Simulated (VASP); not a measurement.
Crystal: Mn.

```
Mn
1.0
     2.48365    0.00000    0.00000
    -1.24182    2.15090    0.00000
     0.00000    0.00000    4.02620
Mn
2
Direct
  0.66667 0.33333 0.75000
  0.33333 0.66667 0.25000
```

| Item | Value |
| --- | --- |
| Program | VASP 6.6.1 |
| Task | relaxation of cell and atoms |
| Functional | PBE |
| Dispersion | D3(BJ) |
| Potentials or basis | VASP PAW PBE potentials, release 64 (Mn_pv) |
| Cutoff | 600 eV |
| k mesh | 21 × 21 × 10 |
| Occupations | gaussian, width 0.1 eV |
| Spin | no spin polarisation |

At the start: pressure -7.3 GPa; volume 10.75 Å³/atom.

Question: How do energy, volume and symmetry change on relaxing?

Answer: Over 9 steps the energy falls by 6.4 meV/atom and the volume is 10.48 Å³/atom (-2.5 %); space group P6_3/mmc (No. 194, to 0.05 Å).

Step by step:
| step | energy change (eV) | largest force (eV/Å) | pressure (GPa) | volume (Å³) |
| --- | --- | --- | --- | --- |
| 1 | 0.0000 | 0.0000 | -7.31 | 21.51 |
| 2 | 0.0296 | 0.0000 | 15.04 | 20.02 |
| 3 | -0.0127 | 0.0000 | 0.06 | 20.97 |
| 4 | -0.0127 | 0.0000 | -0.13 | 20.98 |
| 5 | -0.0127 | 0.0000 | -0.25 | 20.98 |
| 6 | -0.0127 | 0.0000 | -0.25 | 20.98 |
| 7 | -0.0127 | 0.0000 | 0.45 | 20.94 |
| 8 | -0.0128 | 0.0000 | 0.16 | 20.96 |
| 9 | -0.0128 | 0.0000 | -0.05 | 20.97 |

Final structure:
```cif
data_structure
_symmetry_space_group_name_H-M 'P 1'
_symmetry_Int_Tables_number 1
_cell_length_a 2.4646
_cell_length_b 2.4646
_cell_length_c 3.9854
_cell_angle_alpha 90.000
_cell_angle_beta 90.000
_cell_angle_gamma 120.000
_cell_volume 20.97
loop_
_atom_site_label
_atom_site_type_symbol
_atom_site_fract_x
_atom_site_fract_y
_atom_site_fract_z
_atom_site_occupancy
Mn1 Mn 0.66667 0.33333 0.75000 1
Mn2 Mn 0.33333 0.66667 0.25000 1
```

Caveat: the run has no spin polarisation, though such a crystal can be magnetic; pairwise dispersion overbinds metals, which lowers pressure and volume.
